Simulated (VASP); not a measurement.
# Cu (P6_3/mmc) in VASP: a series of runs

Aim: see how the results for Cu move with the level of theory and the settings. Levels: LDA, BLYP+D3(BJ), PBEsol. Tasks: single point, relaxation of cell and atoms.

Everything below comes from runs of VASP 6.6.1. Logs are shortened: lines on timing, memory, paths and dates and some standing lists are left out, and cuts for length are marked.

### Step 1. The cell of the first run

Symmetry: P6_3/mmc, No. 194, hexagonal system. Conventional cell: a = 2.477 Å, b = 2.477 Å, c = 4.099 Å, α = 90.00°, β = 90.00°, γ = 120.00°. Cu (site symmetry -6m2) has 12 Cu at 2.48 to 2.50 Å within 3.3 Å.

This isn't the form of Cu at room conditions, which is fcc.

### Step 2. Single point, LDA

File INCAR:

```
PREC = Accurate
ENCUT = 520
EDIFF = 1E-6
ISMEAR = 1
SIGMA = 0.15
LREAL = False
LASPH = True
NELM = 100
ALGO = Normal
ISIF = 2
LWAVE = False
LCHARG = False
GGA = CA
NBANDS = 18
```

File KPOINTS:

```
regular mesh
0
Gamma
  15 15 8
```

File POSCAR:

```
Cu
1.0
    2.4772152594      0.0000000000      0.0000000000
   -1.2386076297      2.1453313453      0.0000000000
    0.0000000000      0.0000000000      4.0990480729
Cu
2
Direct
    0.3333333333      0.6666666667      0.2500000000
    0.6666666667      0.3333333333      0.7500000000
```

Potentials or basis: VASP PAW LDA potentials, release 64 (Cu).

Run with:

```console
$ cat potpaw_LDA.64/Cu/POTCAR > POTCAR
$ mpirun -np 1 vasp_std > vasp.out
```

OUTCAR:

```text
PREC = Accurate
   ENCUT = 520
   EDIFF = 1E-6
   ISMEAR = 1
   LREAL = False
   LASPH = True
   NELM = 100
   ISIF = 2
   GGA = CA

 ion  position               nearest neighbor table
   1  0.333  0.667  0.250-   2 2.50   2 2.50   2 2.50   2 2.50   2 2.50   2 2.50
   2  0.667  0.333  0.750-   1 2.50   1 2.50   1 2.50   1 2.50   1 2.50   1 2.50

  LATTYP: Found a hexagonal cell.
 ALAT       =     2.4772152594
 C/A-ratio  =     1.6546999932

  Lattice vectors:

 A1 = (   2.4772152594,   0.0000000000,   0.0000000000)
 A2 = (  -1.2386076297,   2.1453313453,   0.0000000000)
 A3 = (   0.0000000000,   0.0000000000,   4.0990480729)

Analysis of symmetry for initial positions (statically):
=====================================================================
 Subroutine PRICEL returns:
 Original cell was already a primitive cell.

 Routine SETGRP: Setting up the symmetry group for a
 hexagonal supercell.

 Subroutine GETGRP returns: Found 24 space group operations
 (whereof 12 operations were pure point group operations)
 out of a pool of 24 trial point group operations.

The static configuration has the point symmetry D_3d.
 The point group associated with its full space group is D_6h.

Analysis of symmetry for dynamics (positions and initial velocities):
=====================================================================
 Subroutine PRICEL returns:
 Original cell was already a primitive cell.

 Routine SETGRP: Setting up the symmetry group for a
 hexagonal supercell.

 Subroutine GETGRP returns: Found 24 space group operations
 (whereof 12 operations were pure point group operations)
 out of a pool of 24 trial point group operations.

The dynamic configuration has the point symmetry D_3d.
 The point group associated with its full space group is D_6h.

 Subroutine INISYM returns: Found 24 space group operations
 (whereof 12 operations are pure point group operations),
 and found     1 'primitive' translations

----------------------------------------------------------------------------------------

                                     Primitive cell

  volume of cell :      21.7842

  direct lattice vectors                    reciprocal lattice vectors
     2.477215259  0.000000000  0.000000000     0.403679089  0.233064231  0.000000000
    -1.238607630  2.145331345  0.000000000     0.000000000  0.466128462  0.000000000
     0.000000000  0.000000000  4.099048073     0.000000000  0.000000000  0.243959081

  length of vectors
[... 81 lines left out ...]
   NELM   =    100;   NELMIN=  2; NELMDL= -5     # of ELM steps
   EDIFF  = 0.1E-05   stopping-criterion for ELM
   LREAL  =      F    real-space projection
   EDIFFG = 0.1E-04   stopping-criterion for IOM
   NSW    =      0    number of steps for IOM
   IBRION =     -1    ionic relax: 0-MD 1-quasi-New 2-CG
   NFREE  =      0    steps in history (QN), initial steepest desc. (CG)
   ISIF   =      2    stress and relaxation
   ISYM   =      2    0-nonsym 1-usesym 2-fastsym
   POTIM  = 0.5000    time-step for ionic-motion
   TEBEG  =    0.0;   TEEND  =   0.0 temperature during run
   PSTRESS=    0.0 pullay stress
   NELECT =      22.0000    total number of electrons
   NUPDOWN=      -1.0000    fix difference up-down
   EMIN   =  10.00;   EMAX   =-10.00  energy-range for DOS
   EFERMI =   0.00;   METHOD = LEGACY
   ISMEAR =     1;   SIGMA  =   0.15  broadening in eV -4-tet -1-fermi 0-gaus
   EFERMI_NEDOS =   21; number of points for ismear=-14 and -15
   IALGO  =     38    algorithm
   IMIX   =      4    mixing-type and parameters
     AMIX     =   0.40;   BMIX     =  1.00
     AMIX_MAG =   1.60;   BMIX_MAG =  1.00
  volume/ion in A,a.u.               =      10.89        73.50
  Fermi-wavevector in a.u.,A,eV,Ry     =   1.642487  3.103851 36.705313  2.697764
  Thomas-Fermi vector in A             =   2.732781
   LORBIT       =      0    0 simple, 1 ext, 2 COOP (PROOUT), +10 PAW based schemes
   GGA     = CA    functional components
   LHFCALC =     F    Hartree Fock is set to
   AEXX    =    0.0000 exact exchange contribution
   IVDW    =     0    specifies the selected vdW correction
   LEPSILON=     F    determine dielectric tensor
   LRPA    =     F    only Hartree local field effects (RPA)
 non-spin polarized calculation
 Methfessel and Paxton  Order N= 1 SIGMA  =   0.15
  energy-cutoff  :      520.00
  volume of cell :       21.78
 maximum number of plane-waves:       602
   NGX =  9   NGY =  9   NGZ = 15

 number of electron      21.9999946 magnetization

 Free energy of the ion-electron system (eV)
  ---------------------------------------------------
  ext. energy  EPLUGINS =         0.00000000
  ---------------------------------------------------
  free energy    TOTEN  =        -9.40159857 eV

  energy without entropy =       -9.40204981  energy(sigma->0) =       -9.40174899

 E-fermi :   8.5484     XC(G=0): -13.5822

 val. band max:        8.5472574943   @ k =   0.4000   0.0667   0.5000
 cond. band min:       8.5549083772   @ k =   0.4667   0.0667   0.1250
 fundamental gap:      0.0076508829
 Fermi energy:         8.5484007712

 k-point     1 :       0.0000    0.0000    0.0000
  band No.  band energies     occupation
      1      -1.5843      2.00000
      2       2.7691      2.00000
      3       5.0083      2.00000
      4       5.1198      2.00000
      5       5.1198      2.00000
      6       5.3454      2.00000
[... 481 lines left out ...]
      5       4.9274      2.00000
      6       5.0420      2.00000
[... 10 lines left out ...]
     17      20.8061      0.00000
     18      24.9954      0.00000

 [... further k-points ...]

------------------------ aborting loop because EDIFF is reached ----------------------------------------

  FORCE on cell =-STRESS in cart. coord.  units (eV):
  Direction    XX          YY          ZZ          XY          YZ          ZX
  --------------------------------------------------------------------------------------
  -------------------------------------------------------------------------------------
  Total        0.1223213      0.1223213      0.1423814      0.0000000      0.0000000     -0.0000000
  in kB        8.9964607      8.9964607     10.4718344      0.0000000      0.0000000     -0.0000000
  external PRESSURE =       9.4882519 kB  Pullay stress =       0.0000000 kB

 VOLUME and BASIS-vectors are now :
 -----------------------------------------------------------------------------
  energy-cutoff  :      520.00
  volume of cell :       21.78
      direct lattice vectors                 reciprocal lattice vectors
     2.477215259  0.000000000  0.000000000     0.403679089  0.233064231  0.000000000
    -1.238607630  2.145331345  0.000000000     0.000000000  0.466128462  0.000000000
     0.000000000  0.000000000  4.099048073     0.000000000  0.000000000  0.243959081

 POSITION                                       TOTAL-FORCE (eV/Angst)
 -----------------------------------------------------------------------------------
     -0.00000      1.43022      1.02476         0.000000      0.000000      0.000000
      1.23861      0.71511      3.07429        -0.000000     -0.000000      0.000000
 -----------------------------------------------------------------------------------
    total drift:                               -0.000000      0.000000     -0.000000

  FREE ENERGIE OF THE ION-ELECTRON SYSTEM (eV)
  ---------------------------------------------------
  free  energy   TOTEN  =        -9.4015985732 eV

  energy  without entropy=       -9.4020498092  energy(sigma->0) =       -9.40174899
```

stdout:

```text
POSCAR found type information on POSCAR Cu
 POSCAR found :  1 types and       2 ions
 scaLAPACK will be used
 LDA part: xc-table for (Slater(with rela. corr.)+CA(PZ))
 , standard interpolation
 POSCAR, INCAR and KPOINTS ok, starting setup
 FFT: planning ... GRIDC
 FFT: planning ... GRID_SOFT
 FFT: planning ... GRID
 WAVECAR not read
 entering main loop
```

Run time: 41 s. Hardware: 1 thread of Intel Xeon Platinum 8259CL at 2.50GHz (Skylake/Cascade Lake), shared host; peak memory 0.15 GiB.

Results:

```yaml
Free_energy: -9.4016 eV
Pressure: 0.9 GPa
Band_gap_on_the_k_mesh: zero (bands 11 and 12 overlap by 6.42 eV)
```

### Step 3. Single point, BLYP+D3(BJ)

This run uses another cell than the first one, of 11.13 Å³/atom.

File INCAR:

```
SYSTEM = Cu
AGGAC = 1.0
AGGAX = 1.0
ALDAC = 0.0
ALDAX = 1.0
ALGO = Normal
EDIFF = 1E-6
ENCUT = 520
GGA = B5
ISIF = 2
ISMEAR = 1
IVDW = 12
LASPH = .TRUE.
LCHARG = .FALSE.
LREAL = .FALSE.
LWAVE = .FALSE.
NBANDS = 18
NELM = 80
PREC = Accurate
SIGMA = 0.15
VDW_A1 = 0.4298
VDW_A2 = 4.2359
VDW_S6 = 1.0
VDW_S8 = 2.6996
```

File KPOINTS:

```
k-points
0
G
  15 15 8
  0 0 0
```

File POSCAR:

```
Cu
1.0
    2.4938951807      0.0000000000      0.0000000000
   -1.2469475904      2.1597765809      0.0000000000
    0.0000000000      0.0000000000      4.1341000545
Cu
2
Direct
    0.3333333333      0.6666666667      0.2500000000
    0.6666666667      0.3333333333      0.7500000000
```

Potentials or basis: VASP PAW PBE potentials, release 64 (Cu).

Run with:

```console
$ cat potpaw_PBE.64/Cu/POTCAR > POTCAR
$ mpirun -np 1 vasp_std > vasp.out
```

Run time: 76 s. Hardware: 1 thread of Intel Xeon Platinum 8259CL at 2.50GHz (Skylake/Cascade Lake), shared host; peak memory 0.17 GiB.

The run converged. Its results:

```yaml
Free_energy: -8.5610 eV
Pressure: 0.8 GPa
Band_gap_on_the_k_mesh: zero (bands 11 and 12 overlap by 6.49 eV)
Dispersion_energy_per_atom: -1.403 eV
```

Levels at points of the mesh, in eV from the Fermi level:
```tsv
k point	band 9	band 10	band 11	band 12	band 13	band 14
(0.00, 0.00, 0.00)	-2.88	-2.10	-2.10	-1.33	3.59	22.22
(0.00, 0.00, 0.50)	-2.34	-2.34	-2.34	-2.34	12.43	12.43
```

Caveat: the PAW data sets were made with another functional, which shifts forces and pressure a little.

### Step 4. Single point, PBEsol

This run uses another cell than the first one, of 11.32 Å³/atom.

File INCAR:

```
SYSTEM = Cu
  PREC = Accurate
  ENCUT = 520
  EDIFF = 1E-6
  ISMEAR = 1
  SIGMA = 0.15
  LREAL = .False.
  LASPH = .True.
  NELM = 100
  ALGO = Normal
  ISIF = 2
  LWAVE = .False.
  LCHARG = .False.
  GGA = PS
  NBANDS = 18
```

File KPOINTS:

```
Automatic mesh
0
Gamma
  15 15 8
  0 0 0
```

File POSCAR:

```
Cu
1.0
    2.5093043177      0.0000000000      0.0000000000
   -1.2546521589      2.1731212850      0.0000000000
    0.0000000000      0.0000000000      4.1513039725
Cu
2
Direct
    0.3333333333      0.6666666667      0.2500000000
    0.6666666667      0.3333333333      0.7500000000
```

Run with:

```console
$ cat potpaw_PBE.64/Cu/POTCAR > POTCAR
$ mpirun -np 1 vasp_std > vasp.out
```

Run time: 59 s. Hardware: 1 thread of Intel Xeon Platinum 8259CL at 2.50GHz (Skylake/Cascade Lake), shared host; peak memory 0.16 GiB.

It converged, with:

| Property | Result |
| --- | --- |
| Free energy | -8.6038 eV |
| Pressure | 0.7 GPa |
| Band gap on the k mesh | zero (bands 11 and 12 overlap by 6.20 eV) |

Stress tensor (GPa, compression positive):
```
0.64 0.00 0.00
0.00 0.64 0.00
0.00 0.00 0.80
```

Levels at points of the mesh, in eV from the Fermi level:
```csv
k point,band 8,band 9,band 10,band 11,band 12,band 13,band 14,band 15
"(0.00, 0.00, 0.00)",-2.67,-2.67,-1.91,-1.91,-1.42,3.63,21.72,22.50
"(0.00, 0.00, 0.50)",-3.28,-2.15,-2.15,-2.15,-2.15,12.29,12.29,22.42
```

Caveat: the PAW data sets were made with another functional, which shifts forces and pressure a little.

### Step 5. Relaxation of cell and atoms, LDA

This run uses another cell than the first one, of 11.44 Å³/atom.

File INCAR:

```
PREC = Accurate
ENCUT = 600
EDIFF = 1E-6
ISMEAR = 1
SIGMA = 0.15
LREAL = F
LASPH = T
NELM = 100
ALGO = Normal
ISIF = 3
LWAVE = F
LCHARG = F
GGA = CA
IBRION = 2
NSW = 60
EDIFFG = -0.05
```

File KPOINTS:

```
Automatic mesh
0
Gamma
  15 15 8
```

File POSCAR:

```
Cu
1.0
    2.5341000000      0.0000000000      0.0000000000
   -1.2670500000      2.1945900000      0.0000000000
    0.0000000000      0.0000000000      4.1125700000
Cu
2
Direct
    0.3333333333      0.6666666667      0.2500000000
    0.6666666667      0.3333333333      0.7500000000
```

Potentials or basis: VASP PAW LDA potentials, release 64 (Cu).

Run with:

```console
$ cat potpaw_LDA.64/Cu/POTCAR > POTCAR
$ mpirun -np 1 vasp_std > vasp.out
```

OUTCAR:

```text
PREC = Accurate
   ENCUT = 600
   EDIFF = 1E-6
   ISMEAR = 1
   LREAL = F
   LASPH = T
   NELM = 100
   ISIF = 3
   GGA = CA
   IBRION = 2
   NSW = 60
   EDIFFG = -0.05

 ion  position               nearest neighbor table
   1  0.333  0.667  0.250-   2 2.52   2 2.52   2 2.52   2 2.52   2 2.52   2 2.52
   2  0.667  0.333  0.750-   1 2.52   1 2.52   1 2.52   1 2.52   1 2.52   1 2.52

  LATTYP: Found a hexagonal cell.
 ALAT       =     2.5341000000
 C/A-ratio  =     1.6228917564

  Lattice vectors:

 A1 = (   2.5341000000,   0.0000000000,   0.0000000000)
 A2 = (  -1.2670500000,   2.1945900000,   0.0000000000)
 A3 = (   0.0000000000,   0.0000000000,   4.1125700000)

Analysis of symmetry for initial positions (statically):
=====================================================================
 Subroutine PRICEL returns:
 Original cell was already a primitive cell.

 Routine SETGRP: Setting up the symmetry group for a
 hexagonal supercell.

 Subroutine GETGRP returns: Found 24 space group operations
 (whereof 12 operations were pure point group operations)
 out of a pool of 24 trial point group operations.

The static configuration has the point symmetry D_3d.
 The point group associated with its full space group is D_6h.
[... 306 lines left out ...]

 number of electron      22.0000003 magnetization

 Free energy of the ion-electron system (eV)
  ---------------------------------------------------
  ext. energy  EPLUGINS =         0.00000000
  ---------------------------------------------------
  free energy    TOTEN  =        -9.40245087 eV

  energy without entropy =       -9.40292455  energy(sigma->0) =       -9.40260877

 E-fermi :   8.4958     XC(G=0): -13.5585

 val. band max:        8.4506904777   @ k =   0.4667   0.0667   0.2500
 cond. band min:       8.4962254619   @ k =   0.4000   0.0667   0.5000
 fundamental gap:      0.0455349842
 Fermi energy:         8.4957644341

 k-point     1 :       0.0000    0.0000    0.0000
  band No.  band energies     occupation
      1      -1.6062      2.00000
      2       2.7369      2.00000
      3       4.9636      2.00000
      4       5.0795      2.00000
      5       5.0795      2.00000
      6       5.3025      2.00000
      7       5.3025      2.00000
      8       5.6941      2.00000
      9       5.6941      2.00000
     10       6.4963      2.00000
     11       6.4963      2.00000
     12       7.0018      2.00000
     13      12.2600      0.00000
     14      30.6211      0.00000
[... 401 lines left out ...]
      2       3.7006      2.00000
      3       3.7072      2.00000
      4       4.4754      2.00000
      5       4.8906      2.00000
      6       5.0014      2.00000
      7       5.4324      2.00000
      8       6.3781      2.00000
      9       6.4936      2.00000
     10       6.5438      2.00000
     11       9.7616     -0.00000
     12      10.8635     -0.00000
     13      16.2515      0.00000
     14      17.6723      0.00000
     15      17.8074      0.00000

 [... further k-points ...]

------------------------ aborting loop because EDIFF is reached ----------------------------------------

  FORCE on cell =-STRESS in cart. coord.  units (eV):
  Direction    XX          YY          ZZ          XY          YZ          ZX
  --------------------------------------------------------------------------------------
  -------------------------------------------------------------------------------------
  Total        0.0262034      0.0262033      0.0151779      0.0000000      0.0000000      0.0000000
  in kB        1.9196395      1.9196311      1.1119186      0.0000000      0.0000000      0.0000000
  external PRESSURE =       1.6503964 kB  Pullay stress =       0.0000000 kB
[... 17 lines left out ...]
  FREE ENERGIE OF THE ION-ELECTRON SYSTEM (eV)
  ---------------------------------------------------
  free  energy   TOTEN  =        -9.4024508740 eV

  energy  without entropy=       -9.4029245511  energy(sigma->0) =       -9.40260877

 reached required accuracy - stopping structural energy minimisation
```

OSZICAR:

```text
N       E                     dE             d eps       ncg     rms          rms(c)
DAV:   1     0.123857404355E+03    0.12386E+03   -0.11702E+04  4298   0.300E+03
DAV:   2    -0.655129538416E+01   -0.13041E+03   -0.12601E+03  4050   0.333E+02
DAV:   3    -0.113507543178E+02   -0.47995E+01   -0.46039E+01  5106   0.988E+01
[... 37 lines left out ...]
DAV:   2    -0.940309116245E+01    0.13083E-02   -0.18158E-03  5344   0.128E+00    0.165E-01
DAV:   3    -0.940258941592E+01    0.50175E-03   -0.80036E-04  5438   0.812E-01    0.849E-02
DAV:   4    -0.940244942645E+01    0.13999E-03   -0.28055E-04  6130   0.448E-01    0.762E-03
DAV:   5    -0.940245085460E+01   -0.14281E-05   -0.17284E-05  4733   0.702E-02    0.345E-03
DAV:   6    -0.940245087402E+01   -0.19419E-07   -0.20174E-07  2144   0.117E-02
   5 F= -.94024509E+01 E0= -.94026088E+01  d E =-.143878E-02
```

CONTCAR:

```text
Cu
   1.00000000000000
     2.4793919665453483   -0.0000000000000000    0.0000000000000000
    -1.2396959832726742    2.1472117739890941   -0.0000000000000000
     0.0000000000000000    0.0000000000000000    4.1079881779795198
  Cu
     2
Direct
     0.3333333332999970    0.6666666667000030    0.2500000000000000
     0.6666666667000030    0.3333333332999970    0.7500000000000000

  0.00000000E+00  0.00000000E+00  0.00000000E+00
  0.00000000E+00  0.00000000E+00  0.00000000E+00
```

Run time: 2.9 min. Hardware: 1 thread of Intel Xeon Platinum 8259CL at 2.50GHz (Skylake/Cascade Lake), shared host; peak memory 0.17 GiB.

Results:

| Item | Value |
| --- | --- |
| Free energy | -9.4025 eV |
| Relaxed volume | 10.94 Å³/atom |
| Relaxed cell | a = 2.479 Å, b = 2.479 Å, c = 4.108 Å, α = 90.00°, β = 90.00°, γ = 120.00° |
| Space group after relaxing (to 0.1 Å) | P6_3/mmc (No. 194) |
| Energy gained by relaxing | 13.6 meV/atom |
| Ionic steps | 5 |
| Pressure after relaxing | 0.2 GPa |
| Band gap on the k mesh | zero (bands 11 and 12 overlap by 6.41 eV) |

Stress tensor (GPa, compression positive):
```
0.19 0.00 0.00
0.00 0.19 0.00
0.00 0.00 0.11
```

Step by step:
```csv
step,energy change (eV),largest force (eV/Å),pressure (GPa),volume (Å³)
1,0.0000,0.0000,-6.93,22.87
2,-0.0164,0.0000,5.61,21.27
3,-0.0258,0.0000,0.32,21.84
4,-0.0271,0.0000,0.27,21.86
5,-0.0272,0.0000,0.17,21.87
```

Final structure:
```yaml
crystal:
  lattice:
    - [2.47939, 0.00000, 0.00000]
    - [-1.23970, 2.14721, 0.00000]
    - [0.00000, 0.00000, 4.10799]
  atoms:
    - { symbol: Cu, position: [0.33333, 0.66667, 0.25000] }
    - { symbol: Cu, position: [0.66667, 0.33333, 0.75000] }
```

Levels at points of the mesh, in eV from the Fermi level:
| k point | band 8 | band 9 | band 10 | band 11 | band 12 | band 13 | band 14 | band 15 |
| --- | --- | --- | --- | --- | --- | --- | --- | --- |
| (0.00, 0.00, 0.00) | -2.80 | -2.80 | -2.00 | -2.00 | -1.49 | 3.76 | 22.13 | 22.99 |
| (0.00, 0.00, 0.50) | -3.45 | -2.25 | -2.25 | -2.25 | -2.25 | 12.56 | 12.56 | 22.82 |

(Part 1 of 2 ends here.)
